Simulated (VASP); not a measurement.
# TaS2 (TaS2 monolayer) in VASP: notebook, part 2 of 2

VASP 6.6.1.

## (4) Single point, PBE

INCAR reads:

```
PREC     = Accurate       # precision mode
ENCUT    = 400            # plane-wave cutoff, eV
EDIFF    = 1E-6           # SCF threshold, eV
ISMEAR   = 0              # smearing method
SIGMA    = 0.02           # smearing width, eV
LREAL    = False          # projectors in reciprocal space
LASPH    = True           # aspherical terms in the spheres
NELM     = 120            # most SCF steps
ALGO     = Normal         # electronic algorithm
ISIF     = 2              # what is computed and relaxed
LWAVE    = False          # write WAVECAR
LCHARG   = False          # write CHGCAR
GGA      = PE             # functional
NBANDS   = 18             # bands
GGA_COMPAT= False        
NELMDL   = -8
```

KPOINTS reads:

```
regular mesh
0
Gamma
  9 9 1
```

POSCAR reads:

```
TaS2
1.0
    3.3500000000      0.0000000000      0.0000000000
   -1.6750000000      2.9011851027      0.0000000000
    0.0000000000      0.0000000000     17.9300000000
Ta S
1 2
Direct
    0.0000000000      0.0000000000      0.5000000000
    0.6666666700      0.3333333300      0.4182933600
    0.3333333300      0.6666666700      0.5817066400
```

Potentials or basis: VASP PAW PBE potentials, release 64 (Ta_pv, S).

Command:

```
$ cat potpaw_PBE.64/Ta_pv/POTCAR potpaw_PBE.64/S/POTCAR > POTCAR
$ mpirun -np 1 vasp_std > vasp.out
```

OUTCAR:

```text
PREC = Accurate
   ENCUT = 400
   EDIFF = 1E-6
   ISMEAR = 0
   LREAL = False
   LASPH = True
   NELM = 120
   ISIF = 2
   GGA = PE
   NELMDL = -8

 ion  position               nearest neighbor table
   1  0.000  0.000  0.500-   2 2.43   3 2.43   2 2.43   3 2.43   2 2.43   3 2.43
   2  0.667  0.333  0.418-   1 2.43   1 2.43   1 2.43
   3  0.333  0.667  0.582-   1 2.43   1 2.43   1 2.43

  LATTYP: Found a hexagonal cell.
 ALAT       =     3.3500000000
 C/A-ratio  =     5.3522388060

  Lattice vectors:

 A1 = (   3.3500000000,   0.0000000000,   0.0000000000)
 A2 = (  -1.6750000000,   2.9011851027,   0.0000000000)
 A3 = (   0.0000000000,   0.0000000000,  17.9300000000)

Analysis of symmetry for initial positions (statically):
=====================================================================
 Subroutine PRICEL returns:
 Original cell was already a primitive cell.

 Routine SETGRP: Setting up the symmetry group for a
 hexagonal supercell.

 Subroutine GETGRP returns: Found 12 space group operations
 (whereof 12 operations were pure point group operations)
[... 151 lines left out ...]

  energy without entropy =      -23.02889639  energy(sigma->0) =      -23.02977201

 E-fermi :  -1.5380     XC(G=0):  -3.9893

 val. band max:       -1.7396456272   @ k =   0.3333   0.1111   0.0000
 cond. band min:      -1.5315748651   @ k =   0.2222   0.1111   0.0000
 fundamental gap:      0.2080707621
 Fermi energy:        -1.5380345357

 k-point     1 :       0.0000    0.0000    0.0000
  band No.  band energies     occupation
      1     -36.8319      2.00000
      2     -36.8078      2.00000
      3     -36.8078      2.00000
      4     -16.5283      2.00000
      5     -14.8117      2.00000
      6      -7.8894      2.00000
[... 229 lines left out ...]
      5     -14.4737      2.00000
      6      -7.1571      2.00000
[... 10 lines left out ...]
     17       5.2310      0.00000
     18       6.8826      0.00000

------------------------ aborting loop because EDIFF is reached ----------------------------------------

  FORCE on cell =-STRESS in cart. coord.  units (eV):
  Direction    XX          YY          ZZ          XY          YZ          ZX
  --------------------------------------------------------------------------------------
  -------------------------------------------------------------------------------------
  Total        2.6722359      2.6722359      3.9899925     -0.0000000      0.0000000     -0.0000000
  in kB       24.5688506     24.5688506     36.6844599     -0.0000000      0.0000000     -0.0000000
  external PRESSURE =      28.6073871 kB  Pullay stress =       0.0000000 kB

 VOLUME and BASIS-vectors are now :
 -----------------------------------------------------------------------------
  energy-cutoff  :      400.00
  volume of cell :      174.26
      direct lattice vectors                 reciprocal lattice vectors
     3.350000000  0.000000000  0.000000000     0.298507463  0.172343364  0.000000000
    -1.675000000  2.901185103  0.000000000     0.000000000  0.344686728  0.000000000
     0.000000000  0.000000000 17.930000000     0.000000000  0.000000000  0.055772448

 POSITION                                       TOTAL-FORCE (eV/Angst)
 -----------------------------------------------------------------------------------
      0.00000      0.00000      8.96500        -0.000000      0.000000     -0.000000
      1.67500      0.96706      7.50000        -0.000000      0.000000     -1.371336
     -0.00000      1.93412     10.43000         0.000000      0.000000      1.371336
 -----------------------------------------------------------------------------------
    total drift:                               -0.000000     -0.000000     -0.000000

  FREE ENERGIE OF THE ION-ELECTRON SYSTEM (eV)
  ---------------------------------------------------
  free  energy   TOTEN  =       -23.0306476202 eV

  energy  without entropy=      -23.0288963921  energy(sigma->0) =      -23.02977201
```

stdout:

```text
POSCAR found type information on POSCAR TaS
 POSCAR found :  2 types and       3 ions
 scaLAPACK will be used
 LDA part: xc-table for (Slater+PW92), standard interpolation
 POSCAR, INCAR and KPOINTS ok, starting setup
 FFT: planning ... GRIDC
 FFT: planning ... GRID_SOFT
 FFT: planning ... GRID
 WAVECAR not read
 entering main loop
```

Run time: 81 s. Hardware: 1 thread of Intel Xeon 8259CL, shared host; peak memory 0.24 GiB.

Results:

* Free energy: -23.0306 eV
* Largest force: 1.371 eV/Å

Forces on the atoms (eV/Å):
```
Ta   0.000  0.000  0.000
S    0.000  0.000 -1.371
S    0.000  0.000  1.371
```

Levels at points of the mesh, in eV from the Fermi level:
```csv
k point,band 9,band 10,band 11,band 12,band 13,band 14
"(0.00, 0.00, 0.00)",-2.59,-0.83,-0.83,0.01,0.01,0.61
```

Caveat: spin-orbit coupling is left out, which moves the levels of the heavy elements.
